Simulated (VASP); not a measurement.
# InF3 (R-3c) in VASP: electric field gradients with LDA

Aim: the electric field gradients of InF3 with LDA.

All numbers are computed with VASP 6.6.1; they aren't measurements. Logs are shortened: lines on timing, memory, paths and dates and some standing lists are left out, and cuts for length are marked.

**1. The cell of the first run**

The structure is trigonal, space group R-3c (No. 167). The conventional cell has a = 5.084 Å, b = 5.084 Å, c = 14.559 Å, α = 90.00°, β = 90.00°, γ = 120.00°. In (site symmetry -3) has 6 F at 2.06 Å within 2.7 Å. F (site symmetry 2) has 2 In at 2.06 Å within 2.7 Å.

**2. Electric field gradients, LDA**

File INCAR:

```
SYSTEM = InF3
PREC     = Accurate       ! precision mode
ENCUT    = 520            ! plane-wave cutoff, eV
EDIFF    = 1E-8           ! SCF threshold, eV
ISMEAR   = 0              ! smearing method
SIGMA    = 0.01           ! smearing width, eV
LREAL    = .False.        ! projectors in reciprocal space
LASPH    = .True.         ! aspherical terms in the spheres
NELM     = 100            ! most SCF steps
ALGO     = Normal         ! electronic algorithm
ISIF     = 2              ! what is computed and relaxed
LWAVE    = .False.        ! write WAVECAR
LCHARG   = .False.        ! write CHGCAR
GGA      = CA             ! functional
LEFG     = .True.       
NBANDS   = 44             ! bands
```

File KPOINTS:

```
Automatic mesh
0
Gamma
  6 6 6
  0 0 0
```

File POSCAR:

```
InF3
1.0
    2.5418391925      1.4675315420      4.8528498112
   -2.5418391925      1.4675315420      4.8528498112
    0.0000000000     -2.9350630841      4.8528498112
In F
2 6
Direct
    0.0000000000      0.0000000000      0.0000000000
    0.5000000000      0.5000000000      0.5000000000
    0.9041020636      0.5958979364      0.2500000000
    0.2500000000      0.9041020636      0.5958979364
    0.5958979364      0.2500000000      0.9041020636
    0.0958979364      0.4041020636      0.7500000000
    0.7500000000      0.0958979364      0.4041020636
    0.4041020636      0.7500000000      0.0958979364
```

Potentials or basis: VASP PAW LDA potentials, release 64 (In_d, F).

Command:

```
> cat potpaw_LDA.64/In_d/POTCAR potpaw_LDA.64/F/POTCAR > POTCAR
> mpirun -np 1 vasp_std > vasp.out
```

OUTCAR:

```text
SYSTEM = InF3
   PREC = Accurate
   ENCUT = 520
   EDIFF = 1E-8
   ISMEAR = 0
   LREAL = .False.
   LASPH = .True.
   NELM = 100
   ISIF = 2
   GGA = CA

 ion  position               nearest neighbor table
   1  0.000  0.000  0.000-   3 2.06   6 2.06   5 2.06   8 2.06   7 2.06   4 2.06   2 3.81   2 3.81
                             2 3.81   2 3.81   2 3.81   2 3.81
   2  0.500  0.500  0.500-   3 2.06   6 2.06   4 2.06   7 2.06   5 2.06   8 2.06   1 3.81   1 3.81
                             1 3.81   1 3.81   1 3.81   1 3.81
   3  0.904  0.596  0.250-   1 2.06   2 2.06
   4  0.250  0.904  0.596-   2 2.06   1 2.06
   5  0.596  0.250  0.904-   1 2.06   2 2.06
   6  0.096  0.404  0.750-   1 2.06   2 2.06
   7  0.750  0.096  0.404-   2 2.06   1 2.06
   8  0.404  0.750  0.096-   1 2.06   2 2.06

  LATTYP: Found a trigonal (rhomboedric) cell.
 ALAT       =     5.6713972350
 COS(alpha) =     0.5982591400

  Lattice vectors:

 A1 = (   2.5418391925,   1.4675315420,   4.8528498112)
 A2 = (  -2.5418391925,   1.4675315420,   4.8528498112)
 A3 = (   0.0000000000,  -2.9350630841,   4.8528498112)

Analysis of symmetry for initial positions (statically):
=====================================================================
 Subroutine PRICEL returns:
 Original cell was already a primitive cell.

 Routine SETGRP: Setting up the symmetry group for a
 trigonal (rhombohedral) supercell.

 Subroutine GETGRP returns: Found 12 space group operations
 (whereof  6 operations were pure point group operations)
 out of a pool of 12 trial point group operations.

The static configuration has the point symmetry S_6 .
 The point group associated with its full space group is D_3d.

Analysis of symmetry for dynamics (positions and initial velocities):
=====================================================================
 Subroutine PRICEL returns:
 Original cell was already a primitive cell.

 Routine SETGRP: Setting up the symmetry group for a
 trigonal (rhombohedral) supercell.

 Subroutine GETGRP returns: Found 12 space group operations
 (whereof  6 operations were pure point group operations)
 out of a pool of 12 trial point group operations.

The dynamic configuration has the point symmetry S_6 .
 The point group associated with its full space group is D_3d.

 Subroutine INISYM returns: Found 12 space group operations
 (whereof  6 operations are pure point group operations),
 and found     1 'primitive' translations

----------------------------------------------------------------------------------------

                                     Primitive cell

  volume of cell :     108.6135

  direct lattice vectors                    reciprocal lattice vectors
     2.541839192  1.467531542  4.852849811     0.196707959  0.113569393  0.068688162
    -2.541839192  1.467531542  4.852849811    -0.196707959  0.113569393  0.068688162
     0.000000000 -2.935063084  4.852849811     0.000000000 -0.227138786  0.068688162

  length of vectors
     5.671397235  5.671397235  5.671397235     0.237297475  0.237297475  0.237297475

  position of ions in fractional coordinates (direct lattice)
     0.000000000  0.000000000  0.000000000
     0.500000000  0.500000000  0.500000000
     0.904102064  0.595897936  0.250000000
     0.250000000  0.904102064  0.595897936
     0.595897936  0.250000000  0.904102064
     0.095897936  0.404102064  0.750000000
     0.750000000  0.095897936  0.404102064
     0.404102064  0.750000000  0.095897936

  ion indices of the primitive-cell ions
   primitive index   ion index
                 1           1
                 2           2
                 3           3
                 4           4
                 5           5
                 6           6
                 7           7
                 8           8

[... 69 lines left out ...]
   ENCUT  =  520.0 eV  38.22 Ry    6.18 a.u.  10.55 10.55 10.55*2*pi/ulx,y,z
   NELM   =    100;   NELMIN=  2; NELMDL= -5     # of ELM steps
   EDIFF  = 0.1E-07   stopping-criterion for ELM
   LREAL  =      F    real-space projection
   EDIFFG = 0.1E-06   stopping-criterion for IOM
   NSW    =      0    number of steps for IOM
   IBRION =     -1    ionic relax: 0-MD 1-quasi-New 2-CG
   NFREE  =      0    steps in history (QN), initial steepest desc. (CG)
   ISIF   =      2    stress and relaxation
   ISYM   =      2    0-nonsym 1-usesym 2-fastsym
   POTIM  = 0.5000    time-step for ionic-motion
   TEBEG  =    0.0;   TEEND  =   0.0 temperature during run
   PSTRESS=    0.0 pullay stress
   NELECT =      68.0000    total number of electrons
   NUPDOWN=      -1.0000    fix difference up-down
   EMIN   =  10.00;   EMAX   =-10.00  energy-range for DOS
   EFERMI =   0.00;   METHOD = LEGACY
   ISMEAR =     0;   SIGMA  =   0.01  broadening in eV -4-tet -1-fermi 0-gaus
   EFERMI_NEDOS =   21; number of points for ismear=-14 and -15
   IALGO  =     38    algorithm
   IMIX   =      4    mixing-type and parameters
     AMIX     =   0.40;   BMIX     =  1.00
     AMIX_MAG =   1.60;   BMIX_MAG =  1.00
  volume/ion in A,a.u.               =      13.58        91.62
  Fermi-wavevector in a.u.,A,eV,Ry     =   1.400500  2.646562 26.686489  1.961402
  Thomas-Fermi vector in A             =   2.523455
   LORBIT       =      0    0 simple, 1 ext, 2 COOP (PROOUT), +10 PAW based schemes
   GGA     = CA    functional components
   LHFCALC =     F    Hartree Fock is set to
   AEXX    =    0.0000 exact exchange contribution
   IVDW    =     0    specifies the selected vdW correction
   LEPSILON=     F    determine dielectric tensor
   LRPA    =     F    only Hartree local field effects (RPA)
 non-spin polarized calculation
 Gauss-broadening in eV      SIGMA  =   0.01
  energy-cutoff  :      520.00
  volume of cell :      108.61
 maximum number of plane-waves:      2949
   NGX = 21   NGY = 21   NGZ = 21

 number of electron      68.0000033 magnetization

 Free energy of the ion-electron system (eV)
  ---------------------------------------------------
  ext. energy  EPLUGINS =         0.00000000
  ---------------------------------------------------
  free energy    TOTEN  =       -40.33642940 eV

  energy without entropy =      -40.33642940  energy(sigma->0) =      -40.33642940

 E-fermi :  -0.6906     XC(G=0): -10.3810

 val. band max:       -0.7922099252   @ k =   0.5000   0.5000   0.0000
 cond. band min:       3.4637540166   @ k =   0.0000   0.0000   0.0000
 fundamental gap:      4.2559639417
 Fermi energy:        -0.6905782098

 k-point     1 :       0.0000    0.0000    0.0000
  band No.  band energies     occupation
      1     -20.9454      2.00000
      2     -20.4192      2.00000
      3     -20.4192      2.00000
      4     -20.2841      2.00000
      5     -20.1511      2.00000
      6     -20.1511      2.00000
[... 1117 lines left out ...]
     43      13.8159      0.00000
     44      14.3651      0.00000

 [... further k-points ...]
[... 5 lines left out ...]
  --------------------------------------------------------------------------------------
  -------------------------------------------------------------------------------------
  Total        0.3690826      0.3690826      0.4587204     -0.0000000     -0.0000000      0.0000000
  in kB        5.4444067      5.4444067      6.7666701     -0.0000000     -0.0000000      0.0000000
  external PRESSURE =       5.8851612 kB  Pullay stress =       0.0000000 kB

 VOLUME and BASIS-vectors are now :
 -----------------------------------------------------------------------------
  energy-cutoff  :      520.00
  volume of cell :      108.61
      direct lattice vectors                 reciprocal lattice vectors
     2.541839192  1.467531542  4.852849811     0.196707959  0.113569393  0.068688162
    -2.541839192  1.467531542  4.852849811    -0.196707959  0.113569393  0.068688162
     0.000000000 -2.935063084  4.852849811     0.000000000 -0.227138786  0.068688162

 POSITION                                       TOTAL-FORCE (eV/Angst)
 -----------------------------------------------------------------------------------
      0.00000      0.00000      0.00000        -0.000000     -0.000000     -0.000000
      0.00000     -0.00000      7.27927        -0.000000     -0.000000     -0.000000
      0.78341      1.46753      8.49249         0.047976     -0.000000      0.000000
     -1.66262     -0.05532      8.49249        -0.023988      0.041548     -0.000000
      0.87922     -1.41221      8.49249        -0.023988     -0.041548     -0.000000
     -0.78341     -1.46753      6.06606        -0.047976     -0.000000     -0.000000
      1.66262      0.05532      6.06606         0.023988     -0.041548     -0.000000
     -0.87922      1.41221      6.06606         0.023988      0.041548     -0.000000
 -----------------------------------------------------------------------------------
    total drift:                               -0.000000     -0.000000      0.000000

  FREE ENERGIE OF THE ION-ELECTRON SYSTEM (eV)
  ---------------------------------------------------
  free  energy   TOTEN  =       -40.3364294046 eV

  energy  without entropy=      -40.3364294046  energy(sigma->0) =      -40.33642940

 Electric field gradients (V/A^2)
---------------------------------------------------------------------
 ion       V_xx      V_yy      V_zz      V_xy      V_xz      V_yz
---------------------------------------------------------------------
   1      10.058    10.058   -20.117    -0.000     0.000     0.000
   2      10.058    10.058   -20.117     0.000    -0.000     0.000
   3     -39.667    37.162     2.505     0.000    -0.000    98.643
   4      17.954   -20.460     2.505    33.268   -85.427   -49.322
   5      17.954   -20.460     2.505   -33.268    85.427   -49.322
   6     -39.667    37.162     2.505     0.000     0.000    98.643
   7      17.954   -20.460     2.505    33.268   -85.427   -49.322
   8      17.954   -20.460     2.505   -33.268    85.427   -49.322
---------------------------------------------------------------------

 Electric field gradients after diagonalization (V/A^2)
 (convention: |V_zz| > |V_xx| > |V_yy|)
----------------------------------------------------------------------
 ion       V_xx      V_yy      V_zz     asymmetry (V_yy - V_xx)/ V_zz
----------------------------------------------------------------------
   1      10.058    10.058   -20.117       0.000
   2      10.058    10.058   -20.117       0.000
   3     -80.320   -39.667   119.987       0.339
   4     -80.320   -39.667   119.987       0.339
   5     -80.320   -39.667   119.987       0.339
   6     -80.320   -39.667   119.987       0.339
   7     -80.320   -39.667   119.987       0.339
   8     -80.320   -39.667   119.987       0.339
----------------------------------------------------------------------

           NMR quadrupolar parameters

 Cq : quadrupolar parameter    Cq=e*Q*V_zz/h
 eta: asymmetry parameters     (V_yy - V_xx)/ V_zz
 Q  : nuclear electric quadrupole moment in mb (millibarn)
----------------------------------------------------------------------
 ion       Cq(MHz)       eta       Q (mb)
----------------------------------------------------------------------
   1      -0.049       0.000       1.000
   2      -0.049       0.000       1.000
   3       0.290       0.339       1.000
   4       0.290       0.339       1.000
   5       0.290       0.339       1.000
   6       0.290       0.339       1.000
   7       0.290       0.339       1.000
   8       0.290       0.339       1.000
----------------------------------------------------------------------
```

It took 3.9 min on 1 thread of Intel Xeon 6975P-C, shared host; peak memory 0.28 GiB.

Results:

* Free energy: -40.3364 eV
* Pressure: 0.6 GPa
* Largest force: 0.048 eV/Å
* Band gap on the k mesh: 4.26 eV, indirect (least direct gap 4.26 eV)

Forces on the atoms (eV/Å):
```
In   0.000  0.000  0.000
In   0.000  0.000  0.000
F    0.048  0.000  0.000
F   -0.024  0.042  0.000
F   -0.024 -0.042  0.000
F   -0.048  0.000  0.000
F    0.024 -0.042  0.000
F    0.024  0.042  0.000
```

Electric field gradients, principal values (V/Å²):
```tsv
atom	least	middle	greatest (by size)
1 In	10.058	10.058	-20.117
2 In	10.058	10.058	-20.117
3 F	-39.667	-80.320	119.987
4 F	-39.667	-80.320	119.987
5 F	-39.667	-80.320	119.987
6 F	-39.667	-80.320	119.987
7 F	-39.667	-80.320	119.987
8 F	-39.667	-80.320	119.987
```

Caveat: without QUAD_EFG the Cq values of the log hold for a quadrupole moment of 1 mb, not for the nuclei; spin-orbit coupling is left out, which moves the levels of the heavy elements. As with any semilocal functional, this LDA gap is likely too small.
